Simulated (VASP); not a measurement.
# MgH2 in VASP: further runs, part 3 of 3

VASP 6.6.1. The steps go on from the part before.

## (5) Single point, PBE

This run uses another cell than the first one, of 20.84 Å³/atom, 1.003 times its volume.

The input, INCAR:

```
PREC = Accurate
ENCUT = 520
EDIFF = 1E-6
ISMEAR = 0
SIGMA = 0.02
LREAL = False
LASPH = True
NELM = 60
ALGO = Normal
ISIF = 2
LWAVE = False
LCHARG = False
GGA = PE
NBANDS = 20
```

The input, KPOINTS:

```
regular mesh
0
Gamma
  4 4 4
```

The input, POSCAR:

```
MgH2
1.0
    6.7960980349      0.0000000000      0.0000000000
    0.0000000000      6.7960980349      0.0000000000
    0.0000000000      0.0000000000      5.4135413793
Mg H
4 8
Direct
    0.3480706665      0.0000000000      0.7500000000
    0.6519293335      0.0000000000      0.2500000000
    0.0000000000      0.3480706665      0.0000000000
    0.0000000000      0.6519293335      0.5000000000
    0.5000000000      0.0952116628      0.5000000000
    0.5000000000      0.9047883372      0.0000000000
    0.1960824300      0.1960824300      0.8750000000
    0.1960824300      0.8039175700      0.6250000000
    0.8039175700      0.1960824300      0.1250000000
    0.8039175700      0.8039175700      0.3750000000
    0.9047883372      0.5000000000      0.7500000000
    0.0952116628      0.5000000000      0.2500000000
```

Started as:

```console
$ cat potpaw_PBE.64/Mg/POTCAR potpaw_PBE.64/H/POTCAR > POTCAR
$ mpirun -np 1 vasp_std > vasp.out
```

Wall time 92 s (1 thread of Oxide Virtual Turin-like, shared host); peak memory 0.32 GiB.

Results (log left out):

| Item | Value |
| --- | --- |
| Free energy | -33.8935 eV |
| Pressure | -0.1 GPa |
| Largest force | 0.007 eV/Å |
| Band gap on the k mesh | 5.13 eV, indirect (least direct gap 5.26 eV) |

Forces on the atoms (eV/Å):
```
Mg  -0.007  0.000  0.000
Mg   0.007  0.000  0.000
Mg   0.000 -0.007  0.000
Mg   0.000  0.007  0.000
H    0.000  0.000  0.000
H    0.000  0.000  0.000
H    0.000  0.000  0.000
H    0.000  0.000  0.000
H    0.000  0.000  0.000
H    0.000  0.000  0.000
H    0.000  0.000  0.000
H    0.000  0.000  0.000
```

Levels at points of the mesh, in eV from the valence-band top:
```csv
k point,band 6,band 7,band 8,band 9,band 10,band 11
"(0.00, 0.00, 0.00)",-0.14,-0.14,-0.11,5.88,6.02,6.02
"(0.50, 0.00, 0.00)",-0.18,-0.13,-0.05,5.61,5.75,6.01
"(0.50, 0.50, 0.00)",-0.06,-0.02,-0.02,5.29,5.77,6.05
"(0.00, 0.00, 0.50)",-0.35,-0.25,-0.25,5.62,5.62,6.15
"(0.50, 0.00, 0.50)",-0.31,-0.13,-0.13,5.13,5.13,6.00
"(0.50, 0.50, 0.50)",-0.43,-0.16,-0.16,5.64,5.64,6.02
```

A k mesh can miss the band edges. Expect the measured gap to be larger: semilocal functionals such as PBE lack the derivative discontinuity.

## (6) Relaxation of cell and atoms, PBE

This run uses another cell than the first one, of 15.24 Å³/atom, 0.734 times its volume.

The input, INCAR:

```
SYSTEM = MgH2
ALGO = Normal ; EDIFF = 1E-6
EDIFFG = -0.04 ; ENCUT = 600
GGA = PE ; IBRION = 2
ISIF = 3 ; ISMEAR = 0
LASPH = .TRUE. ; LCHARG = .FALSE.
LREAL = .FALSE. ; LWAVE = .FALSE.
NELM = 60 ; NSW = 90
PREC = Accurate ; SIGMA = 0.1
```

The input, KPOINTS:

```
k-points
0
G
  4 4 4
  0 0 0
```

The input, POSCAR:

```
MgH2
1.0
    6.1868128500      0.0000000000      0.0000000000
    0.0000000000      6.1868128500      0.0000000000
    0.0000000000      0.0000000000      4.7764498400
Mg H
4 8
Direct
    0.3384865200      0.0000000000      0.7500000000
    0.6615134800      0.0000000000      0.2500000000
    0.0000000000      0.3384865200      0.0000000000
    0.0000000000      0.6615134800      0.5000000000
    0.5000000000      0.0565719400      0.5000000000
    0.5000000000      0.9434280600      0.0000000000
    0.1927260800      0.1927260800      0.8750000000
    0.1927260800      0.8072739200      0.6250000000
    0.8072739200      0.1927260800      0.1250000000
    0.8072739200      0.8072739200      0.3750000000
    0.9434280600      0.5000000000      0.7500000000
    0.0565719400      0.5000000000      0.2500000000
```

Potentials or basis: VASP PAW PBE potentials, release 64 (Mg, H).

Started as:

```console
$ cat potpaw_PBE.64/Mg/POTCAR potpaw_PBE.64/H/POTCAR > POTCAR
$ mpirun -np 1 vasp_std > vasp.out
```

OUTCAR:

```text
SYSTEM = MgH2
   EDIFF = 1E-6
   EDIFFG = -0.04
   ENCUT = 600
   GGA = PE
   IBRION = 2
   ISIF = 3
   ISMEAR = 0
   LASPH = .TRUE.
   LREAL = .FALSE.
   NELM = 60
   NSW = 90
   PREC = Accurate

 ion  position               nearest neighbor table
   1  0.338  0.000  0.750-   5 1.60   6 1.60   7 1.61   8 1.61   2 3.11   2 3.11   4 3.19   3 3.19

   2  0.662  0.000  0.250-   5 1.60   6 1.60   9 1.61  10 1.61   1 3.11   1 3.11   4 3.19   3 3.19

   3  0.000  0.338  0.000-  11 1.60  12 1.60   7 1.61   9 1.61   4 3.11   4 3.11   1 3.19   2 3.19

   4  0.000  0.662  0.500-  11 1.60  12 1.60   8 1.61  10 1.61   3 3.11   3 3.11   1 3.19   2 3.19

   5  0.500  0.057  0.500-   1 1.60   2 1.60
   6  0.500  0.943  0.000-   1 1.60   2 1.60
   7  0.193  0.193  0.875-   1 1.61   3 1.61
   8  0.193  0.807  0.625-   1 1.61   4 1.61
[... 345 lines left out ...]

 number of electron      15.9999996 magnetization

------------------------ aborting loop because EDIFF is reached ----------------------------------------
[... 87 lines left out ...]
--------------------------------------- Ionic step       13  -------------------------------------------

 number of electron      15.9999999 magnetization

 Free energy of the ion-electron system (eV)
  ---------------------------------------------------
  ext. energy  EPLUGINS =         0.00000000
  ---------------------------------------------------
  free energy    TOTEN  =       -33.87188078 eV

  energy without entropy =      -33.87188078  energy(sigma->0) =      -33.87188078

 E-fermi :  -3.4750     XC(G=0):  -5.5708

 val. band max:       -3.9153019300   @ k =   0.5000   0.5000   0.2500
 cond. band min:       1.2241551583   @ k =   0.5000   0.0000   0.5000
 fundamental gap:      5.1394570882
 Fermi energy:        -3.4749617421

 k-point     1 :       0.0000    0.0000    0.0000
  band No.  band energies     occupation
      1      -7.2997      2.00000
      2      -5.8526      2.00000
      3      -5.1233      2.00000
      4      -5.1233      2.00000
      5      -4.0977      2.00000
      6      -4.0579      2.00000
      7      -4.0579      2.00000
      8      -4.0002      2.00000
      9       2.0033      0.00000
     10       2.1110      0.00000
     11       2.1110      0.00000
     12       2.4725      0.00000
     13       2.4725      0.00000
     14       3.5776      0.00000
[... 344 lines left out ...]
  FREE ENERGIE OF THE ION-ELECTRON SYSTEM (eV)
  ---------------------------------------------------
  free  energy   TOTEN  =       -33.8718807780 eV

  energy  without entropy=      -33.8718807780  energy(sigma->0) =      -33.87188078

 reached required accuracy - stopping structural energy minimisation
```

CONTCAR:

```text
MgH2
   1.00000000000000
     6.8026819636755276    0.0000000000000000    0.0000000000000000
     0.0000000000000000    6.8026819636755276   -0.0000000000000000
     0.0000000000000000   -0.0000000000000000    5.4013387810955908
  Mg              H
     4     8
Direct
     0.3477692823769413    1.0000000000000000    0.7500000000000000
     0.6522307176230588    1.0000000000000000    0.2500000000000000
     0.0000000000000000    0.3477692823769413    0.0000000000000000
     0.0000000000000000    0.6522307176230588    0.5000000000000000
     0.5000000000000000    0.0952166856672127    0.5000000000000000
     0.5000000000000000    0.9047833143327874    0.0000000000000000
     0.1936029007187071    0.1936029007187071    0.8750000000000000
     0.1936029007187071    0.8063970992812928    0.6250000000000000
     0.8063970992812928    0.1936029007187071    0.1250000000000000
     0.8063970992812928    0.8063970992812928    0.3750000000000000
     0.9047833143327874    0.5000000000000000    0.7500000000000000
     0.0952166856672127    0.5000000000000000    0.2500000000000000

  0.00000000E+00  0.00000000E+00  0.00000000E+00
  0.00000000E+00  0.00000000E+00  0.00000000E+00
  0.00000000E+00  0.00000000E+00  0.00000000E+00
  0.00000000E+00  0.00000000E+00  0.00000000E+00
  0.00000000E+00  0.00000000E+00  0.00000000E+00
  0.00000000E+00  0.00000000E+00  0.00000000E+00
  0.00000000E+00  0.00000000E+00  0.00000000E+00
  0.00000000E+00  0.00000000E+00  0.00000000E+00
  0.00000000E+00  0.00000000E+00  0.00000000E+00
  0.00000000E+00  0.00000000E+00  0.00000000E+00
  0.00000000E+00  0.00000000E+00  0.00000000E+00
  0.00000000E+00  0.00000000E+00  0.00000000E+00
```

It took 11 min on 1 thread of Oxide Virtual Turin-like, shared host; peak memory 0.3 GiB.

What came out:

- Free energy: -33.8719 eV
- Relaxed volume: 20.83 Å³/atom
- Relaxed cell: a = 6.803 Å, b = 6.803 Å, c = 5.401 Å, α = 90.00°, β = 90.00°, γ = 90.00°
- Space group after relaxing (to 0.05 Å): P4_122 (No. 91)
- Energy gained by relaxing: 244.3 meV/atom
- Ionic steps: 13
- Pressure after relaxing: -0.1 GPa
- Largest force after relaxing: 0.032 eV/Å
- Band gap on the k mesh: 5.14 eV, indirect (least direct gap 5.27 eV)

Forces on the atoms (eV/Å):
```
Mg  -0.017  0.000  0.000
Mg   0.017  0.000  0.000
Mg   0.000 -0.017  0.000
Mg   0.000  0.017  0.000
H    0.000  0.003  0.000
H    0.000 -0.003  0.000
H    0.023  0.023  0.000
H    0.023 -0.023  0.000
H   -0.023  0.023  0.000
H   -0.023 -0.023  0.000
H   -0.003  0.000  0.000
H    0.003  0.000  0.000
```

Step by step:
| step | energy change (eV) | largest force (eV/Å) | pressure (GPa) | volume (Å³) |
| --- | --- | --- | --- | --- |
| 1 | 0.0000 | 1.0579 | 14.35 | 182.83 |
| 2 | -2.3155 | 0.4952 | 4.60 | 221.37 |
| 3 | -2.8001 | 0.3811 | 0.92 | 248.53 |
| 4 | -2.8294 | 0.4111 | 0.10 | 256.91 |
| 5 | -2.8298 | 0.4164 | -0.05 | 258.56 |
| 6 | -2.8637 | 0.2034 | -0.11 | 259.15 |
| 7 | -2.8769 | 0.1481 | -0.16 | 259.80 |
| 8 | -2.8857 | 0.1405 | -0.13 | 258.74 |
| 9 | -2.9066 | 0.1149 | -0.01 | 255.56 |
| 10 | -2.9235 | 0.0572 | 0.20 | 249.24 |
| 11 | -2.9280 | 0.0426 | -0.17 | 251.65 |
| 12 | -2.9282 | 0.0446 | -0.12 | 251.30 |
| 13 | -2.9311 | 0.0321 | -0.06 | 249.95 |

Final structure:
```
Mg H
1.0
     6.80268    0.00000    0.00000
     0.00000    6.80268    0.00000
     0.00000    0.00000    5.40134
Mg H
4 8
Cartesian
  2.3658 6.8027 4.0510
  4.4369 6.8027 1.3503
  0.0000 2.3658 0.0000
  0.0000 4.4369 2.7007
  3.4013 0.6477 2.7007
  3.4013 6.1550 0.0000
  1.3170 1.3170 4.7262
  1.3170 5.4857 3.3758
  5.4857 1.3170 0.6752
  5.4857 5.4857 2.0255
  6.1550 3.4013 4.0510
  0.6477 3.4013 1.3503
```

Caveat: the volume moved by over 15 % at a fixed basis, so the end points are rough. As with any semilocal functional, this PBE gap is likely too small.

## (7) Overview

| task | cell | k mesh | cutoff (eV) | smearing | gap on the mesh (eV) | pressure (GPa) | largest force (eV/Å) |
| --- | --- | --- | --- | --- | --- | --- | --- |
| single point | a = 5.403, b = 6.794, c = 6.789 Å, angles 90.3, 89.7, 89.8°, 12 atoms | 4 × 2 × 2 | 520 | gaussian 0.1 eV | 5.12 | 0.0 | 0.03 |
| single point | a = 6.187, b = 6.187, c = 4.776 Å, 12 atoms | 4 × 4 × 4 | 520 | gaussian 0.1 eV | 5.00 | 14.3 | 1.06 |
| single point | a = 6.763, b = 6.763, c = 5.380 Å, 12 atoms | 4 × 4 × 4 | 520 | gaussian 0.1 eV | 5.14 | 0.1 | 0.01 |
| single point | a = 6.796, b = 6.796, c = 5.414 Å, 12 atoms | 4 × 4 × 4 | 520 | gaussian 0.02 eV | 5.13 | -0.1 | 0.01 |
| relaxation of cell and atoms | relaxed from a = 6.187, b = 6.187, c = 4.776 Å, 12 atoms | 4 × 4 × 4 | 600 | gaussian 0.1 eV | 5.14 | -0.1 | 0.03 |

Alike in all rows: level PBE; potentials or basis VASP PAW PBE potentials, release 64 (Mg, H); no spin polarisation.

Caveats: some runs use coarse meshes; forces of over 1 eV/Å act on the atoms, so gaps and moduli don't describe the material at rest (some runs); the volume moved by over 15 % at a fixed basis, so the end points are rough (some runs).

Total energies depend on the potentials used, so only differences within one code and one set of settings carry meaning.
